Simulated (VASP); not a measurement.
Set up this calculation in VASP 6.6.1, as the native input.

```yaml
Task: single point
Functional: PBE
Potentials_or_basis: VASP PAW PBE potentials, release 64 (Ru_pv)
Cutoff: 520 eV
k_mesh: 12 × 12 × 7
Occupations: fermi-dirac, width 0.05 eV
Spin: no spin polarisation
Dipole_correction: no
Further_INCAR_settings: ALGO = Normal; EDIFF = 1e-06; NBANDS = 21
```

The structure of Ru lies in POSCAR:

```
Ru
1.0
    2.6316308460      0.0000000000      0.0000000000
   -1.3158154230      2.2790596158      0.0000000000
    0.0000000000      0.0000000000      4.1645280950
Ru
2
Direct
    0.3333333333      0.6666666667      0.2500000000
    0.6666666667      0.3333333333      0.7500000000
```

These files were run (other wordings do the same):

INCAR

```
SYSTEM = Ru
ALGO     = Normal         ! electronic algorithm
EDIFF    = 1E-6           ! SCF threshold, eV
ENCUT    = 520            ! plane-wave cutoff, eV
GGA      = PE             ! functional
ISIF     = 2              ! what is computed and relaxed
ISMEAR   = -1             ! smearing method
LASPH    = .True.         ! aspherical terms in the spheres
LCHARG   = .False.        ! write CHGCAR
LREAL    = .False.        ! projectors in reciprocal space
LWAVE    = .False.        ! write WAVECAR
NBANDS   = 21             ! bands
NELM     = 100            ! most SCF steps
PREC     = Accurate       ! precision mode
SIGMA    = 0.05           ! smearing width, eV
```

KPOINTS

```
k-points
0
Gamma
  12 12 7
  0 0 0
```

Potentials or basis: VASP PAW PBE potentials, release 64 (Ru_pv).

Launch:

```console
$ cat potpaw_PBE.64/Ru_pv/POTCAR > POTCAR
$ mpirun -np 1 vasp_std > vasp.out
```

It gave:

```
Pressure               : 38.4 GPa
Band gap on the k mesh : zero (band 14 reaches 16.06 eV, above the bottom of band 15 at 12.68 eV)
```

Wall time 13 s on 1 thread of AMD EPYC 9R45 96-Core Processor (Zen 5), on a shared host, peak memory 0.13 GiB.
